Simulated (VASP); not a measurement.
# BeS (F-43m) in VASP: notebook

BeS is run at these levels: PBE; tasks: relaxation of the atoms.

All numbers are computed with VASP 6.6.1; they aren't measurements. Logs are shortened: lines on timing, memory, paths and dates and some standing lists are left out, and cuts for length are marked.

**1. The cell of the first run**

Symmetry: F-43m, No. 216, cubic system. Conventional cell: a = 4.201 Å, b = 4.201 Å, c = 4.201 Å, α = 90.00°, β = 90.00°, γ = 90.00°. Within 2.4 Å of Be (site symmetry -43m) lie 4 S at 1.82 Å. Within 2.4 Å of S (site symmetry -43m) lie 4 Be at 1.82 Å.

**2. Relaxation of the atoms, PBE**

File INCAR:

```
SYSTEM = BeS
ALGO = Normal
EDIFF = 1E-6
EDIFFG = -0.01
ENCUT = 520
GGA = PE
IBRION = 2
ISIF = 2
ISMEAR = -1
LASPH = .True.
LCHARG = .False.
LREAL = .False.
LWAVE = .False.
NELM = 80
NSW = 50
PREC = Accurate
SIGMA = 0.03
```

File KPOINTS:

```
k-points
0
Gamma
  10 10 10
  0 0 0
```

File POSCAR:

```
BeS
1.0
    0.0000000000      2.1006298304      2.1006298304
    2.1006298304      0.0000000000      2.1006298304
    2.1006298304      2.1006298304      0.0000000000
Be S
1 1
Direct
    0.0000000000      0.0000000000      0.0000000000
    0.2500000000      0.2500000000      0.2500000000
```

Potentials or basis: VASP PAW PBE potentials, release 64 (Be, S).

Launch:

```console
$ cat potpaw_PBE.64/Be/POTCAR potpaw_PBE.64/S/POTCAR > POTCAR
$ mpirun -np 1 vasp_std > vasp.out
```

OUTCAR:

```text
SYSTEM = BeS
   EDIFF = 1E-6
   EDIFFG = -0.01
   ENCUT = 520
   GGA = PE
   IBRION = 2
   ISIF = 2
   ISMEAR = -1
   LASPH = .True.
   LREAL = .False.
   NELM = 80
   NSW = 50
   PREC = Accurate

 ion  position               nearest neighbor table
   1  0.000  0.000  0.000-   2 1.82   2 1.82   2 1.82   2 1.82
   2  0.250  0.250  0.250-   1 1.82   1 1.82   1 1.82   1 1.82

  LATTYP: Found a face centered cubic cell.
 ALAT       =     4.2012596608

  Lattice vectors:

 A1 = (   0.0000000000,   2.1006298304,   2.1006298304)
 A2 = (   2.1006298304,   0.0000000000,   2.1006298304)
 A3 = (   2.1006298304,   2.1006298304,   0.0000000000)

Analysis of symmetry for initial positions (statically):
=====================================================================
 Subroutine PRICEL returns:
 Original cell was already a primitive cell.

 Routine SETGRP: Setting up the symmetry group for a
 face centered cubic supercell.

 Subroutine GETGRP returns: Found 24 space group operations
 (whereof 24 operations were pure point group operations)
 out of a pool of 48 trial point group operations.

The static configuration has the point symmetry T_d .

Analysis of symmetry for dynamics (positions and initial velocities):
=====================================================================
 Subroutine PRICEL returns:
 Original cell was already a primitive cell.

 Routine SETGRP: Setting up the symmetry group for a
 face centered cubic supercell.

 Subroutine GETGRP returns: Found 24 space group operations
 (whereof 24 operations were pure point group operations)
 out of a pool of 48 trial point group operations.

The dynamic configuration has the point symmetry T_d .

 Subroutine INISYM returns: Found 24 space group operations
 (whereof 24 operations are pure point group operations),
 and found     1 'primitive' translations

----------------------------------------------------------------------------------------

                                     Primitive cell

  volume of cell :      18.5387

  direct lattice vectors                    reciprocal lattice vectors
     0.000000000  2.100629830  2.100629830    -0.238023850  0.238023850  0.238023850
     2.100629830  0.000000000  2.100629830     0.238023850 -0.238023850  0.238023850
     2.100629830  2.100629830  0.000000000     0.238023850  0.238023850 -0.238023850

  length of vectors
     2.970739196  2.970739196  2.970739196     0.412269402  0.412269402  0.412269402

[... 80 lines left out ...]
   EDIFF  = 0.1E-05   stopping-criterion for ELM
   LREAL  =      F    real-space projection
   EDIFFG = -.1E-01   stopping-criterion for IOM
   NSW    =     50    number of steps for IOM
   IBRION =      2    ionic relax: 0-MD 1-quasi-New 2-CG
   NFREE  =      1    steps in history (QN), initial steepest desc. (CG)
   ISIF   =      2    stress and relaxation
   ISYM   =      2    0-nonsym 1-usesym 2-fastsym
   POTIM  = 0.5000    time-step for ionic-motion
   TEBEG  =    0.0;   TEEND  =   0.0 temperature during run
   PSTRESS=    0.0 pullay stress
   NELECT =       8.0000    total number of electrons
   NUPDOWN=      -1.0000    fix difference up-down
   EMIN   =  10.00;   EMAX   =-10.00  energy-range for DOS
   EFERMI =   0.00;   METHOD = LEGACY
   ISMEAR =    -1;   SIGMA  =   0.03  broadening in eV -4-tet -1-fermi 0-gaus
   EFERMI_NEDOS =   21; number of points for ismear=-14 and -15
   IALGO  =     38    algorithm
   IMIX   =      4    mixing-type and parameters
     AMIX     =   0.40;   BMIX     =  1.00
     AMIX_MAG =   1.60;   BMIX_MAG =  1.00
  volume/ion in A,a.u.               =       9.27        62.55
  Fermi-wavevector in a.u.,A,eV,Ry     =   1.237120  2.337819 20.823266  1.530467
  Thomas-Fermi vector in A             =   2.371701
   LORBIT       =      0    0 simple, 1 ext, 2 COOP (PROOUT), +10 PAW based schemes
   GGA     = PE    functional components
   LHFCALC =     F    Hartree Fock is set to
   AEXX    =    0.0000 exact exchange contribution
   IVDW    =     0    specifies the selected vdW correction
   LEPSILON=     F    determine dielectric tensor
   LRPA    =     F    only Hartree local field effects (RPA)
 conjugate gradient relaxation of ions
 non-spin polarized calculation
  energy-cutoff  :      520.00
  volume of cell :       18.54
 maximum number of plane-waves:       531
 NGX is ok and might be reduce to    24
   NGX = 11   NGY = 11   NGZ = 11

 number of electron       7.9999999 magnetization

 Free energy of the ion-electron system (eV)
  ---------------------------------------------------
  ext. energy  EPLUGINS =         0.00000000
  ---------------------------------------------------
  free energy    TOTEN  =        -7.83363812 eV

  energy without entropy =       -7.83363812  energy(sigma->0) =       -7.83363812

 E-fermi :  10.3704     XC(G=0): -11.6237

 val. band max:        9.7669633647   @ k =   0.0000   0.0000   0.0000
 cond. band min:      11.4606006189   @ k =   0.5000   0.5000   0.0000
 fundamental gap:      1.6936372542
 Fermi energy:        10.3703657683

 k-point     1 :       0.0000    0.0000    0.0000
  band No.  band energies     occupation
      1      -7.6737      2.00000
      2       9.7670      2.00000
      3       9.7670      2.00000
      4       9.7670      2.00000
      5      14.7949      0.00000
      6      14.7949      0.00000
      7      14.7949      0.00000
      8      19.9128      0.00000
[... 243 lines left out ...]
 k-point    24 :       0.4000    0.3000    0.0000
  band No.  band energies     occupation
      1      -4.8293      2.00000
      2       3.6789      2.00000
      3       5.5024      2.00000
      4       5.8996      2.00000
      5      12.9109      0.00000
      6      14.8781      0.00000
      7      21.8683      0.00000
      8      22.2858      0.00000

 [... further k-points ...]
[... 5 lines left out ...]
  --------------------------------------------------------------------------------------
  -------------------------------------------------------------------------------------
  Total       10.9813986     10.9813986     10.9813986      0.0000000     -0.0000000      0.0000000
  in kB      949.0512307    949.0512307    949.0512307      0.0000000     -0.0000000      0.0000000
  external PRESSURE =     949.0512307 kB  Pullay stress =       0.0000000 kB

 VOLUME and BASIS-vectors are now :
 -----------------------------------------------------------------------------
  energy-cutoff  :      520.00
  volume of cell :       18.54
      direct lattice vectors                 reciprocal lattice vectors
     0.000000000  2.100629830  2.100629830    -0.238023850  0.238023850  0.238023850
     2.100629830  0.000000000  2.100629830     0.238023850 -0.238023850  0.238023850
     2.100629830  2.100629830  0.000000000     0.238023850  0.238023850 -0.238023850

 POSITION                                       TOTAL-FORCE (eV/Angst)
 -----------------------------------------------------------------------------------
      0.00000      0.00000      0.00000        -0.000000      0.000000     -0.000000
      1.05031      1.05031      1.05031         0.000000     -0.000000      0.000000
 -----------------------------------------------------------------------------------
    total drift:                               -0.000000     -0.000000     -0.000000

  FREE ENERGIE OF THE ION-ELECTRON SYSTEM (eV)
  ---------------------------------------------------
  free  energy   TOTEN  =        -7.8336381189 eV

  energy  without entropy=       -7.8336381189  energy(sigma->0) =       -7.83363812

 reached required accuracy - stopping structural energy minimisation
```

OSZICAR:

```text
N       E                     dE             d eps       ncg     rms          rms(c)
DAV:   1     0.232446192668E+02    0.23245E+02   -0.45464E+03   752   0.904E+02
DAV:   2    -0.806838448264E+01   -0.31313E+02   -0.29785E+02  1200   0.144E+02
DAV:   3    -0.843708101166E+01   -0.36870E+00   -0.36870E+00   840   0.194E+01
DAV:   4    -0.843828976493E+01   -0.12088E-02   -0.12088E-02  1264   0.127E+00
DAV:   5    -0.843829007024E+01   -0.30531E-06   -0.30529E-06   896   0.175E-02    0.104E+01
DAV:   6    -0.798078738301E+01    0.45750E+00   -0.35126E-01   960   0.518E+00    0.681E+00
DAV:   7    -0.783292868896E+01    0.14786E+00   -0.42562E-01  1168   0.508E+00    0.155E+00
DAV:   8    -0.783372065937E+01   -0.79197E-03   -0.76066E-03   848   0.843E-01    0.939E-02
DAV:   9    -0.783362593698E+01    0.94722E-04   -0.37627E-04  1200   0.158E-01    0.436E-02
DAV:  10    -0.783363352351E+01   -0.75865E-05   -0.85227E-06   976   0.305E-02    0.210E-02
DAV:  11    -0.783363809918E+01   -0.45757E-05   -0.48817E-06  1024   0.221E-02    0.430E-03
DAV:  12    -0.783363811890E+01   -0.19723E-07   -0.83393E-08   608   0.218E-03
   1 F= -.78336381E+01 E0= -.78336381E+01  d E =-.783364E+01
```

CONTCAR:

```text
BeS
   1.00000000000000
     0.0000000000000000    2.1006298304000000    2.1006298304000000
     2.1006298304000000    0.0000000000000000    2.1006298304000000
     2.1006298304000000    2.1006298304000000    0.0000000000000000
  Be              S
     1     1
Direct
     0.0000000000000000    0.0000000000000000    0.0000000000000000
     0.2500000000000000    0.2500000000000000    0.2500000000000000

  0.00000000E+00  0.00000000E+00  0.00000000E+00
  0.00000000E+00  0.00000000E+00  0.00000000E+00
```

Run time: 4.3 s. Hardware: 1 thread of Intel Xeon 6975P-C (Granite Rapids), shared host; peak memory 0.13 GiB.

What came out:

- Free energy: -7.8336 eV
- Pressure after relaxing: 94.9 GPa
- Band gap on the k mesh: 1.69 eV, indirect (least direct gap 5.03 eV)

Final structure:
```yaml
crystal:
  lattice:
    - [0.00000, 2.10063, 2.10063]
    - [2.10063, 0.00000, 2.10063]
    - [2.10063, 2.10063, 0.00000]
  atoms:
    - { symbol: Be, position: [0.00000, 0.00000, 0.00000] }
    - { symbol: S, position: [0.25000, 0.25000, 0.25000] }
```

Caveat: the relaxation stopped at its first step, so nothing moved. A k mesh can miss the band edges.

**3. Relaxation of the atoms, PBE**

This run uses another cell than the first one, of 11.41 Å³/atom, 1.231 times its volume.

File INCAR:

```
PREC     = Accurate       # precision mode
ENCUT    = 520            # plane-wave cutoff, eV
EDIFF    = 1E-6           # SCF threshold, eV
ISMEAR   = -1             # smearing method
SIGMA    = 0.03           # smearing width, eV
LREAL    = False          # projectors in reciprocal space
LASPH    = True           # aspherical terms in the spheres
NELM     = 60             # most SCF steps
ALGO     = Normal         # electronic algorithm
ISIF     = 2              # what is computed and relaxed
LWAVE    = False          # write WAVECAR
LCHARG   = False          # write CHGCAR
GGA      = PE             # functional
IBRION   = 2              # ionic algorithm
NSW      = 50             # ionic steps
EDIFFG   = -0.01          # ionic threshold
```

File KPOINTS:

```
Automatic mesh
0
Gamma
  10 10 10
```

File POSCAR:

```
BeS
1.0
    0.0000000000      2.2511705843      2.2511705843
    2.2511705843      0.0000000000      2.2511705843
    2.2511705843      2.2511705843      0.0000000000
Be S
1 1
Direct
    0.0000000000      0.0000000000      0.0000000000
    0.2500000000      0.2500000000      0.2500000000
```

Potentials or basis: VASP PAW PBE potentials, release 64 (Be, S).

Launch:

```console
$ cat potpaw_PBE.64/Be/POTCAR potpaw_PBE.64/S/POTCAR > POTCAR
$ mpirun -np 1 vasp_std > vasp.out
```

Wall time 4.4 s (1 thread of Intel Xeon 6975P-C (Granite Rapids), shared host); peak memory 0.13 GiB.

Results (log left out):

| Quantity | Value |
| --- | --- |
| Free energy | -9.4580 eV |
| Pressure after relaxing | 34.7 GPa |
| Band gap on the k mesh | 2.49 eV, indirect (least direct gap 5.46 eV) |

Final structure:
```
CELL_PARAMETERS angstrom
0.00000 2.25117 2.25117
2.25117 0.00000 2.25117
2.25117 2.25117 0.00000
ATOMIC_POSITIONS crystal
Be 0.00000 0.00000 0.00000
S 0.25000 0.25000 0.25000
```

Levels at points of the mesh, in eV from the valence-band top:
```
           k point  band 1  band 2  band 3  band 4  band 5  band 6  band 7  band 8
(0.00, 0.00, 0.00)  -15.41    0.00    0.00    0.00    5.46    5.46    5.46    7.94
(0.50, 0.00, 0.00)  -13.11   -7.41   -1.39   -1.39    6.26    6.38    6.38   12.14
(0.50, 0.50, 0.00)  -12.33   -6.30   -3.52   -3.52    2.49    4.58   14.58   14.58
```

Caveat: the relaxation stopped at its first step, so nothing moved. A k mesh can miss the band edges.
